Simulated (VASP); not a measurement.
A run of VASP 6.6.1 is set up as follows.

The input INCAR:

```
  ALGO = Normal
  EDIFF = 1E-8
  ENCUT = 520
  GGA = CA
  ISIF = 2
  ISMEAR = -1
  LASPH = True
  LCHARG = False
  LEFG = True
  LREAL = False
  LWAVE = False
  NBANDS = 18
  NELM = 80
  PREC = Accurate
  SIGMA = 0.03
```

Contents of KPOINTS:

```
k-points
0
Gamma
  12 12 10
```

Contents of POSCAR:

```
HgPt
1.0
    2.9808705044      0.0000000000      0.0000000000
    0.0000000000      2.9808705044      0.0000000000
    0.0000000000      0.0000000000      3.8377077346
Hg Pt
1 1
Direct
    0.0000000000      0.0000000000      0.0000000000
    0.5000000000      0.5000000000      0.5000000000
```

Potentials or basis: VASP PAW LDA potentials, release 64 (Hg, Pt).

Run with:

```sh
$ cat potpaw_LDA.64/Hg/POTCAR potpaw_LDA.64/Pt/POTCAR > POTCAR
$ mpirun -np 1 vasp_std > vasp.out
```

**Question.** Estimate the band gap on the k mesh.

**Answer.** Zero (bands 11 and 12 overlap by 3.69 eV).

**Question.** Predict the pressure.

**Answer.** -1.5 GPa.

Stress tensor (GPa, compression positive):
```
-1.76  0.00  0.00
 0.00 -1.76  0.00
 0.00  0.00 -1.05
```

Caveat: without QUAD_EFG the Cq values of the log hold for a quadrupole moment of 1 mb, not for the nuclei; spin-orbit coupling is left out, which moves the levels of the heavy elements.
